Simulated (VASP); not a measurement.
Here is a VASP 6.6.1 calculation.

INCAR

```
SYSTEM = Bi2Te3
  PREC = Accurate
  ENCUT = 520
  EDIFF = 1E-6
  ISMEAR = -1
  SIGMA = 0.08
  LREAL = .FALSE.
  LASPH = .TRUE.
  NELM = 80
  ALGO = Normal
  ISIF = 2
  LWAVE = .FALSE.
  LCHARG = .TRUE.
  LELF = .TRUE.
  LVHAR = .TRUE.
  NBANDS = 32
```

The input KPOINTS:

```
Automatic mesh
0
G
  8 8 8
  0 0 0
```

Contents of POSCAR:

```
Bi2Te3
1.0
    2.2305862664      1.2878295813      9.9466700000
   -2.2305862664      1.2878295813      9.9466700000
    0.0000000000     -2.5756591628      9.9466700000
Bi Te
2 3
Direct
    0.8120000000      0.8120000000      0.8120000000
    0.4020000000      0.4020000000      0.4020000000
    0.6110000000      0.6110000000      0.6110000000
    0.2000000000      0.2000000000      0.2000000000
    0.0000000000      0.0000000000      0.0000000000
```

Potentials or basis: VASP PAW LDA potentials, release 64 (Bi_d, Te).

Run with:

```bash
$ cat potpaw_LDA.64/Bi_d/POTCAR potpaw_LDA.64/Te/POTCAR > POTCAR
$ mpirun -np 1 vasp_std > vasp.out
```

(1) What does it give for the pressure?

(2) Predict the largest force.

(3) What does it give for the band gap on the k mesh?

Results:

(1) -2.7 GPa.

(2) 1.082 eV/Å.

(3) zero (band 24 reaches 6.04 eV, above the bottom of band 25 at 5.85 eV).

Caveat: the cell differs from its parent crystal (equal xx and yy strain of +1 %); spin-orbit coupling is left out, which moves the levels of the heavy elements; forces of over 1 eV/Å act on the atoms, so gaps and moduli don't describe the material at rest.
